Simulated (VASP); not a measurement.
# In2O3 (R-3c) in VASP: notebook

In2O3 is run at these levels: r2SCAN; tasks: single point.

Everything below comes from runs of VASP 6.6.1. Logs are shortened: lines on timing, memory, paths and dates and some standing lists are left out, and cuts for length are marked.

**1. The cell of the first run**

The structure is trigonal, space group R-3c (No. 167). Conventional cell: a = 5.369 Å, b = 5.369 Å, c = 13.486 Å, α = 90.00°, β = 90.00°, γ = 120.00°. In (site symmetry 3) has 6 O at 2.04 to 2.18 Å within 2.7 Å. Within 2.8 Å of O (site symmetry 2) lie 4 In at 2.04 to 2.18 Å and 4 O at 2.72 to 2.77 Å.

**2. Single point, r2SCAN (11.22 Å³/atom)**

File POSCAR:

```
In2O3
1.0
    2.6843460355      1.5498079062      4.4953281193
   -2.6843460355      1.5498079062      4.4953281193
    0.0000000000     -3.0996158123      4.4953281193
In O
4 6
Direct
    0.3619348634      0.3619348634      0.3619348634
    0.1380651366      0.1380651366      0.1380651366
    0.6380651366      0.6380651366      0.6380651366
    0.8619348634      0.8619348634      0.8619348634
    0.5429933861      0.9570066139      0.2500000000
    0.2500000000      0.5429933861      0.9570066139
    0.9570066139      0.2500000000      0.5429933861
    0.4570066139      0.0429933861      0.7500000000
    0.7500000000      0.4570066139      0.0429933861
    0.0429933861      0.7500000000      0.4570066139
```

File INCAR.step1:

```
PREC = Accurate
ENCUT = 520
ISMEAR = 0
SIGMA = 0.02
LREAL = F
LASPH = T
NELM = 60
NBANDS = 55
GGA = PE
ALGO = Normal
EDIFF = 1E-4
LWAVE = T
LCHARG = F
```

File INCAR.step2:

```
PREC = Accurate
ENCUT = 520
EDIFF = 1E-7
ISMEAR = 0
SIGMA = 0.02
LREAL = F
LASPH = T
NELM = 60
ALGO = Normal
ISIF = 2
LWAVE = F
LCHARG = F
METAGGA = R2SCAN
LMIXTAU = T
NBANDS = 55
ISTART = 1
```

File KPOINTS:

```
Automatic mesh
0
Gamma
  6 6 6
```

Potentials or basis: VASP PAW PBE potentials, release 64 (In_d, O).

Run with:

```sh
$ cat potpaw_PBE.64/In_d/POTCAR potpaw_PBE.64/O/POTCAR > POTCAR
$ cp INCAR.step1 INCAR
$ mpirun -np 1 vasp_std > vasp.out
$ cp INCAR.step2 INCAR
$ mpirun -np 1 vasp_std > vasp.out
```

OUTCAR:

```text
PREC = Accurate
   ENCUT = 520
   EDIFF = 1E-7
   ISMEAR = 0
   LREAL = F
   LASPH = T
   NELM = 60
   ISIF = 2
   METAGGA = R2SCAN
   ISTART = 1

 ion  position               nearest neighbor table
   1  0.362  0.362  0.362-   8 2.04   9 2.04  10 2.04   6 2.18   7 2.18   5 2.18   2 3.02   3 3.19
                             3 3.19   3 3.19   2 3.43   2 3.43   2 3.43   3 3.72   4 3.83   4 3.83
   2  0.138  0.138  0.138-   8 2.04  10 2.04   9 2.04   7 2.18   6 2.18   5 2.18   1 3.02   4 3.19
                             4 3.19   4 3.19   1 3.43   1 3.43   1 3.43   4 3.72   3 3.83   3 3.83
   3  0.638  0.638  0.638-   5 2.04   6 2.04   7 2.04   9 2.18  10 2.18   8 2.18   4 3.02   1 3.19
                             1 3.19   1 3.19   4 3.43   4 3.43   4 3.43   1 3.72   2 3.83   2 3.83
   4  0.862  0.862  0.862-   5 2.04   7 2.04   6 2.04  10 2.18   9 2.18   8 2.18   3 3.02   2 3.19
                             2 3.19   2 3.19   3 3.43   3 3.43   3 3.43   2 3.72   1 3.83   1 3.83
   5  0.543  0.957  0.250-   3 2.04   4 2.04   1 2.18   2 2.18
   6  0.250  0.543  0.957-   3 2.04   4 2.04   1 2.18   2 2.18
   7  0.957  0.250  0.543-   4 2.04   3 2.04   2 2.18   1 2.18
   8  0.457  0.043  0.750-   1 2.04   2 2.04   3 2.18   4 2.18
   9  0.750  0.457  0.043-   1 2.04   2 2.04   3 2.18   4 2.18
  10  0.043  0.750  0.457-   2 2.04   1 2.04   4 2.18   3 2.18

  LATTYP: Found a trigonal (rhomboedric) cell.
 ALAT       =     5.4603656548
 COS(alpha) =     0.5166479756

  Lattice vectors:

 A1 = (   2.6843460355,   1.5498079062,   4.4953281193)
 A2 = (  -2.6843460355,   1.5498079062,   4.4953281193)
 A3 = (   0.0000000000,  -3.0996158123,   4.4953281193)

Analysis of symmetry for initial positions (statically):
=====================================================================
 Subroutine PRICEL returns:
 Original cell was already a primitive cell.

 Routine SETGRP: Setting up the symmetry group for a
 trigonal (rhombohedral) supercell.

 Subroutine GETGRP returns: Found 12 space group operations
 (whereof  6 operations were pure point group operations)
 out of a pool of 12 trial point group operations.

The static configuration has the point symmetry S_6 .
 The point group associated with its full space group is D_3d.

Analysis of symmetry for dynamics (positions and initial velocities):
=====================================================================
 Subroutine PRICEL returns:
 Original cell was already a primitive cell.

 Routine SETGRP: Setting up the symmetry group for a
 trigonal (rhombohedral) supercell.

 Subroutine GETGRP returns: Found 12 space group operations
[... 131 lines left out ...]
   NELECT =      88.0000    total number of electrons
   NUPDOWN=      -1.0000    fix difference up-down
   EMIN   =  10.00;   EMAX   =-10.00  energy-range for DOS
   EFERMI =   0.00;   METHOD = LEGACY
   ISMEAR =     0;   SIGMA  =   0.02  broadening in eV -4-tet -1-fermi 0-gaus
   EFERMI_NEDOS =   21; number of points for ismear=-14 and -15
   IALGO  =     38    algorithm
   IMIX   =      4    mixing-type and parameters
     AMIX     =   0.40;   BMIX     =  1.00
     AMIX_MAG =   1.60;   BMIX_MAG =  1.00
  volume/ion in A,a.u.               =      11.22        75.72
  Fermi-wavevector in a.u.,A,eV,Ry     =   1.509707  2.852933 31.010612  2.279216
  Thomas-Fermi vector in A             =   2.619994
   LORBIT       =      0    0 simple, 1 ext, 2 COOP (PROOUT), +10 PAW based schemes
   METAGGA = R2SCAN    functional components
   LHFCALC =     F    Hartree Fock is set to
   AEXX    =    0.0000 exact exchange contribution
   IVDW    =     0    specifies the selected vdW correction
   LEPSILON=     F    determine dielectric tensor
   LRPA    =     F    only Hartree local field effects (RPA)
 non-spin polarized calculation
 Gauss-broadening in eV      SIGMA  =   0.02
  energy-cutoff  :      520.00
  volume of cell :      112.21
 maximum number of plane-waves:      3034
 NGX is ok and might be reduce to    42
   NGX = 21   NGY = 21   NGZ = 21

 number of electron      88.0000010 magnetization

 Free energy of the ion-electron system (eV)
  ---------------------------------------------------
  ext. energy  EPLUGINS =         0.00000000
  ---------------------------------------------------
  free energy    TOTEN  =      -143.10141208 eV

  energy without entropy =     -143.10141208  energy(sigma->0) =     -143.10141208

 E-fermi :   6.9192     XC(G=0): -12.6592

 val. band max:        6.8112933843   @ k =   0.3333  -0.0000   0.0000
 cond. band min:       9.3349508392   @ k =   0.0000   0.0000   0.0000
 fundamental gap:      2.5236574549
 Fermi energy:         6.9191862207

 k-point     1 :       0.0000    0.0000    0.0000
  band No.  band energies     occupation
      1     -12.6061      2.00000
      2     -11.4502      2.00000
      3     -11.4502      2.00000
      4     -11.2477      2.00000
      5     -11.2477      2.00000
      6     -11.0538      2.00000
[... 1381 lines left out ...]
     54      18.6799      0.00000
     55      19.5963      0.00000

 [... further k-points ...]

------------------------ aborting loop because EDIFF is reached ----------------------------------------

  FORCE on cell =-STRESS in cart. coord.  units (eV):
  Direction    XX          YY          ZZ          XY          YZ          ZX
  --------------------------------------------------------------------------------------
  -------------------------------------------------------------------------------------
  Total       20.8385667     20.8385667     20.6366714      0.0000000      0.0000000      0.0000000
  in kB      297.5427745    297.5427745    294.6600195      0.0000000      0.0000000      0.0000000
  external PRESSURE =     296.5818562 kB  Pullay stress =       0.0000000 kB

 VOLUME and BASIS-vectors are now :
 -----------------------------------------------------------------------------
  energy-cutoff  :      520.00
  volume of cell :      112.21
      direct lattice vectors                 reciprocal lattice vectors
     2.684346035  1.549807906  4.495328119     0.186265106  0.107540209  0.074151057
    -2.684346035  1.549807906  4.495328119    -0.186265106  0.107540209  0.074151057
     0.000000000 -3.099615812  4.495328119     0.000000000 -0.215080419  0.074151057

 POSITION                                       TOTAL-FORCE (eV/Angst)
 -----------------------------------------------------------------------------------
      0.00000      0.00000      4.88105        -0.000000      0.000000      0.034500
      0.00000      0.00000      1.86194        -0.000000     -0.000000     -0.034500
      0.00000      0.00000      8.60494        -0.000000     -0.000000     -0.034500
      0.00000      0.00000     11.62404        -0.000000      0.000000      0.034500
     -1.11135      1.54981      7.86682         0.020843      0.000000      0.000000
     -0.78650     -1.73737      7.86682        -0.010422      0.018051      0.000000
      1.89785      0.18756      7.86682        -0.010422     -0.018051      0.000000
      1.11135     -1.54981      5.61916        -0.020843      0.000000      0.000000
      0.78650      1.73737      5.61916         0.010422     -0.018051      0.000000
     -1.89785     -0.18756      5.61916         0.010422      0.018051      0.000000
 -----------------------------------------------------------------------------------
    total drift:                               -0.000000      0.000000     -0.000000

  FREE ENERGIE OF THE ION-ELECTRON SYSTEM (eV)
  ---------------------------------------------------
  free  energy   TOTEN  =      -143.1014120849 eV

  energy  without entropy=     -143.1014120849  energy(sigma->0) =     -143.10141208
```

OUTCAR.step1:

```text
PREC = Accurate
   ENCUT = 520
   ISMEAR = 0
   LREAL = F
[... 1652 lines left out ...]
      1.89785      0.18756      7.86682         0.005671      0.009823      0.000000
      1.11135     -1.54981      5.61916         0.011343      0.000000      0.000000
      0.78650      1.73737      5.61916        -0.005671      0.009823      0.000000
     -1.89785     -0.18756      5.61916        -0.005671     -0.009823      0.000000
 -----------------------------------------------------------------------------------
    total drift:                               -0.000000      0.000000     -0.000000

  FREE ENERGIE OF THE ION-ELECTRON SYSTEM (eV)
  ---------------------------------------------------
  free  energy   TOTEN  =       -53.5016159986 eV

  energy  without entropy=      -53.5016159986  energy(sigma->0) =      -53.50161600
```

OSZICAR.step1:

```text
N       E                     dE             d eps       ncg     rms          rms(c)
DAV:   1     0.130860493738E+04    0.13086E+04   -0.41019E+04  3632   0.241E+03
DAV:   2     0.205974202336E+03   -0.11026E+04   -0.10516E+04  3671   0.669E+02
DAV:   3    -0.431970148403E+02   -0.24917E+03   -0.24132E+03  3841   0.278E+02
DAV:   4    -0.636315838752E+02   -0.20435E+02   -0.20244E+02  4696   0.869E+01
DAV:   5    -0.640724820239E+02   -0.44090E+00   -0.43988E+00  4481   0.134E+01    0.262E+01
DAV:   6    -0.532991215803E+02    0.10773E+02   -0.35110E+01  5563   0.690E+01    0.196E+01
DAV:   7    -0.535666427428E+02   -0.26752E+00   -0.42961E+00  4052   0.114E+01    0.484E+00
DAV:   8    -0.535158890828E+02    0.50754E-01   -0.24452E-01  5552   0.405E+00    0.232E+00
DAV:   9    -0.535013641558E+02    0.14525E-01   -0.51329E-02  5666   0.274E+00    0.344E-01
DAV:  10    -0.535011311263E+02    0.23303E-03   -0.10576E-02  5049   0.106E+00    0.101E-01
DAV:  11    -0.535016075247E+02   -0.47640E-03   -0.14922E-03  4649   0.250E-01    0.868E-02
DAV:  12    -0.535016159986E+02   -0.84739E-05   -0.37493E-04  3832   0.171E-01
   1 F= -.53501616E+02 E0= -.53501616E+02  d E =-.106634E-29
```

It took 13 min on 1 thread of AMD EPYC 9R45 (Zen 5), shared host; peak memory 0.34 GiB.

Results:

```yaml
Free_energy: -143.1014 eV
Pressure: 29.7 GPa
Largest_force: 0.035 eV/Å
Band_gap_on_the_k_mesh: 2.52 eV (least direct gap 2.53 eV)
```

Forces in eV/Å, atoms in the order of the input:
```
In   0.000  0.000  0.035
In   0.000  0.000 -0.035
In   0.000  0.000 -0.035
In   0.000  0.000  0.035
O    0.021  0.000  0.000
O   -0.010  0.018  0.000
O   -0.010 -0.018  0.000
O   -0.021  0.000  0.000
O    0.010 -0.018  0.000
O    0.010  0.018  0.000
```

Stress tensor (GPa, compression positive):
```
29.75  0.00  0.00
 0.00 29.75  0.00
 0.00  0.00 29.47
```

Levels at points of the mesh, in eV from the valence-band top:
| k point | band 41 | band 42 | band 43 | band 44 | band 45 | band 46 | band 47 | band 48 |
| --- | --- | --- | --- | --- | --- | --- | --- | --- |
| (0.00, 0.00, 0.00) | -0.31 | -0.31 | 0.00 | 0.00 | 2.52 | 6.51 | 8.03 | 8.19 |
| (0.50, 0.00, 0.00) | -0.64 | -0.64 | -0.07 | -0.07 | 6.18 | 6.18 | 7.50 | 7.50 |
| (0.50, 0.50, 0.00) | -0.72 | -0.29 | -0.06 | -0.03 | 6.58 | 6.94 | 7.28 | 8.20 |
| (0.50, 0.50, 0.50) | -0.25 | -0.25 | -0.25 | -0.25 | 5.62 | 5.62 | 8.85 | 8.85 |

Caveat: the cell stands under pressure; the PAW data sets were made with another functional, which shifts forces and pressure a little; spin-orbit coupling is left out, which moves the levels of the heavy elements.

**3. Single point, r2SCAN (11.60 Å³/atom)**

This run uses another cell than the first one, of 11.60 Å³/atom.

File POSCAR:

```
In2O3
1.0
    2.6984909832      1.5579744956      4.5999718439
   -2.6984909832      1.5579744956      4.5999718439
    0.0000000000     -3.1159489911      4.5999718440
In O
4 6
Direct
    0.3601743729      0.3601743729      0.3601743729
    0.1398256271      0.1398256271      0.1398256271
    0.6398256271      0.6398256271      0.6398256271
    0.8601743729      0.8601743729      0.8601743729
    0.5443989058      0.9556010942      0.2500000000
    0.2500000000      0.5443989058      0.9556010942
    0.9556010942      0.2500000000      0.5443989058
    0.4556010942      0.0443989058      0.7500000000
    0.7500000000      0.4556010942      0.0443989058
    0.0443989058      0.7500000000      0.4556010942
```

File INCAR.step1:

```
PREC     = Accurate       # precision mode
ENCUT    = 520            # plane-wave cutoff, eV
ISMEAR   = 0              # smearing method
SIGMA    = 0.02           # smearing width, eV
LREAL    = False          # projectors in reciprocal space
LASPH    = True           # aspherical terms in the spheres
NELM     = 100            # most SCF steps
NBANDS   = 55             # bands
GGA      = PE             # functional
ALGO     = Normal         # electronic algorithm
EDIFF    = 1E-4           # SCF threshold, eV
LWAVE    = True           # write WAVECAR
LCHARG   = False          # write CHGCAR
```

File INCAR.step2:

```
PREC     = Accurate       # precision mode
ENCUT    = 520            # plane-wave cutoff, eV
EDIFF    = 1E-7           # SCF threshold, eV
ISMEAR   = 0              # smearing method
SIGMA    = 0.02           # smearing width, eV
LREAL    = False          # projectors in reciprocal space
LASPH    = True           # aspherical terms in the spheres
NELM     = 100            # most SCF steps
ALGO     = Normal         # electronic algorithm
ISIF     = 2              # what is computed and relaxed
LWAVE    = False          # write WAVECAR
LCHARG   = False          # write CHGCAR
METAGGA  = R2SCAN         # meta-GGA
LMIXTAU  = True         
NBANDS   = 55             # bands
ISTART   = 1
```

File KPOINTS:

```
regular mesh
0
Gamma
  6 6 6
```

Potentials or basis: VASP PAW PBE potentials, release 64 (In_d, O).

Run with:

```sh
$ cat potpaw_PBE.64/In_d/POTCAR potpaw_PBE.64/O/POTCAR > POTCAR
$ cp INCAR.step1 INCAR
$ mpirun -np 1 vasp_std > vasp.out
$ cp INCAR.step2 INCAR
$ mpirun -np 1 vasp_std > vasp.out
```

OUTCAR:

```text
PREC = Accurate
   ENCUT = 520
   EDIFF = 1E-7
   ISMEAR = 0
   LREAL = False
   LASPH = True
   NELM = 100
   ISIF = 2
   METAGGA = R2SCAN
   ISTART = 1

 ion  position               nearest neighbor table
   1  0.360  0.360  0.360-   9 2.07  10 2.07   8 2.07   7 2.20   5 2.20   6 2.20   2 3.04   3 3.20
                             3 3.20   3 3.20   2 3.48   2 3.48   2 3.48   3 3.86   4 3.87   4 3.87
   2  0.140  0.140  0.140-  10 2.07   9 2.07   8 2.07   6 2.20   5 2.20   7 2.20   1 3.04   4 3.20
                             4 3.20   4 3.20   1 3.48   1 3.48   1 3.48   4 3.86   3 3.87   3 3.87
   3  0.640  0.640  0.640-   6 2.07   7 2.07   5 2.07  10 2.20   8 2.20   9 2.20   4 3.04   1 3.20
                             1 3.20   1 3.20   4 3.48   4 3.48   4 3.48   1 3.86   2 3.87   2 3.87
   4  0.860  0.860  0.860-   7 2.07   6 2.07   5 2.07   9 2.20   8 2.20  10 2.20   3 3.04   2 3.20
                             2 3.20   2 3.20   3 3.48   3 3.48   3 3.48   2 3.86   1 3.87   1 3.87
   5  0.544  0.956  0.250-   3 2.07   4 2.07   1 2.20   2 2.20
   6  0.250  0.544  0.956-   3 2.07   4 2.07   2 2.20   1 2.20
   7  0.956  0.250  0.544-   4 2.07   3 2.07   1 2.20   2 2.20
   8  0.456  0.044  0.750-   1 2.07   2 2.07   3 2.20   4 2.20
   9  0.750  0.456  0.044-   1 2.07   2 2.07   4 2.20   3 2.20
[... 1605 lines left out ...]

------------------------ aborting loop because EDIFF is reached ----------------------------------------

  FORCE on cell =-STRESS in cart. coord.  units (eV):
  Direction    XX          YY          ZZ          XY          YZ          ZX
  --------------------------------------------------------------------------------------
  -------------------------------------------------------------------------------------
  Total       15.2994428     15.2994428     15.1539697     -0.0000000     -0.0000000     -0.0000000
  in kB      211.2508471    211.2508471    209.2421904     -0.0000000     -0.0000000     -0.0000000
  external PRESSURE =     210.5812949 kB  Pullay stress =       0.0000000 kB

 VOLUME and BASIS-vectors are now :
 -----------------------------------------------------------------------------
  energy-cutoff  :      520.00
  volume of cell :      116.03
      direct lattice vectors                 reciprocal lattice vectors
     2.698490983  1.557974496  4.599971844     0.185288742  0.106976505  0.072464212
    -2.698490983  1.557974496  4.599971844    -0.185288742  0.106976505  0.072464212
     0.000000000 -3.115948991  4.599971844     0.000000000 -0.213953010  0.072464212

 POSITION                                       TOTAL-FORCE (eV/Angst)
 -----------------------------------------------------------------------------------
      0.00000      0.00000      4.97038        -0.000000      0.000000      0.034999
      0.00000      0.00000      1.92958        -0.000000     -0.000000     -0.034999
      0.00000      0.00000      8.82954        -0.000000     -0.000000     -0.034999
      0.00000      0.00000     11.87033        -0.000000      0.000000      0.034999
     -1.10963      1.55797      8.04995         0.010187      0.000000     -0.000000
     -0.79443     -1.73995      8.04995        -0.005094      0.008823     -0.000000
      1.90406      0.18198      8.04995        -0.005094     -0.008823      0.000000
      1.10963     -1.55797      5.74996        -0.010187      0.000000     -0.000000
      0.79443      1.73995      5.74996         0.005094     -0.008823      0.000000
     -1.90406     -0.18198      5.74996         0.005094      0.008823     -0.000000
 -----------------------------------------------------------------------------------
    total drift:                                0.000000     -0.000000     -0.000000

  FREE ENERGIE OF THE ION-ELECTRON SYSTEM (eV)
  ---------------------------------------------------
  free  energy   TOTEN  =      -143.7067781028 eV

  energy  without entropy=     -143.7067781028  energy(sigma->0) =     -143.70677810
```

Run time: 12 min. Hardware: 1 thread of AMD EPYC 9R45 (Zen 5), shared host; peak memory 0.34 GiB.

What came out:

| Quantity | Value |
| --- | --- |
| Free energy | -143.7068 eV |
| Pressure | 21.1 GPa |
| Largest force | 0.035 eV/Å |
| Band gap on the k mesh | 2.37 eV (least direct gap 2.38 eV) |

Forces in eV/Å, atoms in the order of the input:
```
In   0.000  0.000  0.035
In   0.000  0.000 -0.035
In   0.000  0.000 -0.035
In   0.000  0.000  0.035
O    0.010  0.000  0.000
O   -0.005  0.009  0.000
O   -0.005 -0.009  0.000
O   -0.010  0.000  0.000
O    0.005 -0.009  0.000
O    0.005  0.009  0.000
```

Caveat: the cell stands under pressure; the PAW data sets were made with another functional, which shifts forces and pressure a little; spin-orbit coupling is left out, which moves the levels of the heavy elements.
